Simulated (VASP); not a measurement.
# SnTe3 (Fm-3m) in VASP: single point with PBE

Aim: the single point of SnTe3 with PBE.

Everything below comes from runs of VASP 6.6.1. Logs are shortened: lines on timing, memory, paths and dates and some standing lists are left out, and cuts for length are marked.

## Step 1: The cell of the first run

The structure is cubic, space group Fm-3m (No. 225). The conventional cell has a = 7.722 Å, b = 7.722 Å, c = 7.722 Å, α = 90.00°, β = 90.00°, γ = 90.00°. Within 4.4 Å of Sn (site symmetry m-3m) lie 14 Te at 3.34 to 3.86 Å. Within 4.4 Å of Te (site symmetry -43m) lie 4 Sn at 3.34 Å and 10 Te at 3.34 to 3.86 Å. Within 4.4 Å of Te (site symmetry m-3m) lie 8 Te at 3.34 Å and 6 Sn at 3.86 Å.

## Step 2: Single point, PBE

Input file INCAR:

```
ALGO = Normal
EDIFF = 1E-7
ENCUT = 520
GGA = PE
ISIF = 2
ISMEAR = -1
LASPH = True
LCHARG = True
LELF = True
LREAL = False
LVHAR = True
LWAVE = False
NBANDS = 24
NELM = 60
PREC = Accurate
SIGMA = 0.1
```

Input file KPOINTS:

```
k-points
0
Gamma
  4 4 4
```

Input file POSCAR:

```
SnTe3
1.0
    0.0000000000      3.8612190000      3.8612190000
    3.8612190000      0.0000000000      3.8612190000
    3.8612190000      3.8612190000      0.0000000000
Sn Te
1 3
Direct
    0.0000000000      0.0000000000      0.0000000000
    0.2500000000      0.2500000000      0.2500000000
    0.7500000000      0.7500000000      0.7500000000
    0.5000000000      0.5000000000      0.5000000000
```

Potentials or basis: VASP PAW PBE potentials, release 64 (Sn_d, Te).

Launch:

```
$ cat potpaw_PBE.64/Sn_d/POTCAR potpaw_PBE.64/Te/POTCAR > POTCAR
$ mpirun -np 1 vasp_std > vasp.out
```

OUTCAR:

```text
EDIFF = 1E-7
   ENCUT = 520
   GGA = PE
   ISIF = 2
   ISMEAR = -1
   LASPH = True
   LREAL = False
   NELM = 60
   PREC = Accurate

 ion  position               nearest neighbor table
   1  0.000  0.000  0.000-   3 3.34   3 3.34   3 3.34   2 3.34   3 3.34   2 3.34   2 3.34   2 3.34

   2  0.250  0.250  0.250-   1 3.34   1 3.34   1 3.34   1 3.34   4 3.34   4 3.34   4 3.34   4 3.34

   3  0.750  0.750  0.750-   4 3.34   4 3.34   4 3.34   1 3.34   4 3.34   1 3.34   1 3.34   1 3.34

   4  0.500  0.500  0.500-   2 3.34   2 3.34   2 3.34   2 3.34   3 3.34   3 3.34   3 3.34   3 3.34

  LATTYP: Found a face centered cubic cell.
 ALAT       =     7.7224380000

  Lattice vectors:

 A1 = (   0.0000000000,   3.8612190000,   3.8612190000)
 A2 = (   3.8612190000,   0.0000000000,   3.8612190000)
 A3 = (   3.8612190000,   3.8612190000,   0.0000000000)

Analysis of symmetry for initial positions (statically):
=====================================================================
 Subroutine PRICEL returns:
 Original cell was already a primitive cell.

 Routine SETGRP: Setting up the symmetry group for a
 face centered cubic supercell.

 Subroutine GETGRP returns: Found 48 space group operations
 (whereof 48 operations were pure point group operations)
 out of a pool of 48 trial point group operations.

The static configuration has the point symmetry O_h .

Analysis of symmetry for dynamics (positions and initial velocities):
=====================================================================
 Subroutine PRICEL returns:
 Original cell was already a primitive cell.

 Routine SETGRP: Setting up the symmetry group for a
 face centered cubic supercell.

 Subroutine GETGRP returns: Found 48 space group operations
 (whereof 48 operations were pure point group operations)
 out of a pool of 48 trial point group operations.

The dynamic configuration has the point symmetry O_h .

 Subroutine INISYM returns: Found 48 space group operations
 (whereof 48 operations are pure point group operations),
 and found     1 'primitive' translations

----------------------------------------------------------------------------------------

                                     Primitive cell
[... 67 lines left out ...]
   NGXF,Y,Z  is equivalent  to a cutoff of  25.57, 25.57, 25.57 a.u.
 SYSTEM =  unknown system
   PREC   = accura    normal or accurate (medium, high low for compatibility)
   ISTART =      0    job   : 0-new  1-cont  2-samecut
   ICHARG =      2    charge: 1-file 2-atom 10-const
   ISPIN  =      1    spin polarized calculation?
   LNONCOLLINEAR =      F non collinear calculations
   LSORBIT =      F    spin-orbit coupling
   LASPH  =      T    aspherical Exc in radial PAW
   ENCUT  =  520.0 eV  38.22 Ry    6.18 a.u.  10.15 10.15 10.15*2*pi/ulx,y,z
   NELM   =     60;   NELMIN=  2; NELMDL= -5     # of ELM steps
   EDIFF  = 0.1E-06   stopping-criterion for ELM
   LREAL  =      F    real-space projection
   EDIFFG = 0.1E-05   stopping-criterion for IOM
   NSW    =      0    number of steps for IOM
   IBRION =     -1    ionic relax: 0-MD 1-quasi-New 2-CG
   NFREE  =      0    steps in history (QN), initial steepest desc. (CG)
   ISIF   =      2    stress and relaxation
   ISYM   =      2    0-nonsym 1-usesym 2-fastsym
   POTIM  = 0.5000    time-step for ionic-motion
   TEBEG  =    0.0;   TEEND  =   0.0 temperature during run
   PSTRESS=    0.0 pullay stress
   NELECT =      32.0000    total number of electrons
   NUPDOWN=      -1.0000    fix difference up-down
   EMIN   =  10.00;   EMAX   =-10.00  energy-range for DOS
   EFERMI =   0.00;   METHOD = LEGACY
   ISMEAR =    -1;   SIGMA  =   0.10  broadening in eV -4-tet -1-fermi 0-gaus
   EFERMI_NEDOS =   21; number of points for ismear=-14 and -15
   IALGO  =     38    algorithm
   IMIX   =      4    mixing-type and parameters
     AMIX     =   0.40;   BMIX     =  1.00
     AMIX_MAG =   1.60;   BMIX_MAG =  1.00
  volume/ion in A,a.u.               =      28.78       194.24
  Fermi-wavevector in a.u.,A,eV,Ry     =   1.068375  2.018936 15.530032  1.141425
  Thomas-Fermi vector in A             =   2.204021
   LORBIT       =      0    0 simple, 1 ext, 2 COOP (PROOUT), +10 PAW based schemes
   GGA     = PE    functional components
[... 5 lines left out ...]
 non-spin polarized calculation
  energy-cutoff  :      520.00
  volume of cell :      115.13
 maximum number of plane-waves:      3138
 NGX is ok and might be reduce to    42
   NGX = 21   NGY = 21   NGZ = 21

 number of electron      31.9999997 magnetization

 Free energy of the ion-electron system (eV)
  ---------------------------------------------------
  ext. energy  EPLUGINS =         0.00000000
  ---------------------------------------------------
  free energy    TOTEN  =       -12.69991285 eV

  energy without entropy =      -12.57006235  energy(sigma->0) =      -12.63498760

 E-fermi :   7.7270     XC(G=0): -10.0324

 val. band max:        7.4620442305   @ k =  -0.2500   0.5000   0.2500
 cond. band min:       7.7590692183   @ k =   0.2500   0.2500   0.0000
 fundamental gap:      0.2970249878
 Fermi energy:         7.7270229820

 k-point     1 :       0.0000    0.0000    0.0000
  band No.  band energies     occupation
      1     -13.9106      2.00000
      2     -13.9106      2.00000
      3     -13.9106      2.00000
      4     -13.9067      2.00000
      5     -13.9067      2.00000
      6      -5.7431      2.00000
[... 205 lines left out ...]
     23      14.4584      0.00000
     24      14.7921      0.00000

------------------------ aborting loop because EDIFF is reached ----------------------------------------

  FORCE on cell =-STRESS in cart. coord.  units (eV):
  Direction    XX          YY          ZZ          XY          YZ          ZX
  --------------------------------------------------------------------------------------
  -------------------------------------------------------------------------------------
  Total        0.3024569      0.3024569      0.3024569      0.0000000     -0.0000000      0.0000000
  in kB        4.2089211      4.2089211      4.2089211      0.0000000     -0.0000000      0.0000000
  external PRESSURE =       4.2089211 kB  Pullay stress =       0.0000000 kB

 VOLUME and BASIS-vectors are now :
 -----------------------------------------------------------------------------
  energy-cutoff  :      520.00
  volume of cell :      115.13
      direct lattice vectors                 reciprocal lattice vectors
     0.000000000  3.861219000  3.861219000    -0.129492785  0.129492785  0.129492785
     3.861219000  0.000000000  3.861219000     0.129492785 -0.129492785  0.129492785
     3.861219000  3.861219000  0.000000000     0.129492785  0.129492785 -0.129492785

 POSITION                                       TOTAL-FORCE (eV/Angst)
 -----------------------------------------------------------------------------------
      0.00000      0.00000      0.00000        -0.000000     -0.000000     -0.000000
      1.93061      1.93061      1.93061        -0.000000     -0.000000     -0.000000
      5.79183      5.79183      5.79183         0.000000      0.000000      0.000000
      3.86122      3.86122      3.86122        -0.000000     -0.000000     -0.000000
 -----------------------------------------------------------------------------------
    total drift:                               -0.000000      0.000000      0.000000

  FREE ENERGIE OF THE ION-ELECTRON SYSTEM (eV)
  ---------------------------------------------------
  free  energy   TOTEN  =       -12.6999128473 eV

  energy  without entropy=      -12.5700623512  energy(sigma->0) =      -12.63498760
```

stdout:

```text
POSCAR found type information on POSCAR SnTe
 POSCAR found :  2 types and       4 ions
 scaLAPACK will be used
 LDA part: xc-table for (Slater+PW92), standard interpolation
 POSCAR, INCAR and KPOINTS ok, starting setup
 FFT: planning ... GRIDC
 FFT: planning ... GRID_SOFT
 FFT: planning ... GRID
 WAVECAR not read
 entering main loop
```

Wall time 32 s (1 thread of Intel Xeon Platinum 8259CL at 2.50GHz (Skylake/Cascade Lake), shared host); peak memory 0.25 GiB.

Results:

```yaml
Free_energy: -12.6999 eV
Pressure: 0.4 GPa
Band_gap_on_the_k_mesh: zero (band 16 reaches 8.11 eV, above the bottom of band 17 at 5.89 eV)
```

Levels at points of the mesh, in eV from the Fermi level:
```
           k point  band 13  band 14  band 15  band 16  band 17  band 18
(0.00, 0.00, 0.00)    -3.30    -3.30    -3.30    -1.84    -1.84    -1.84
(0.50, 0.00, 0.00)    -3.43    -2.03    -1.94     0.38     0.38     1.27
(0.50, 0.50, 0.00)    -0.95    -0.59    -0.59     0.03     0.17     0.17
```

Caveat: spin-orbit coupling is left out, which moves the levels of the heavy elements.
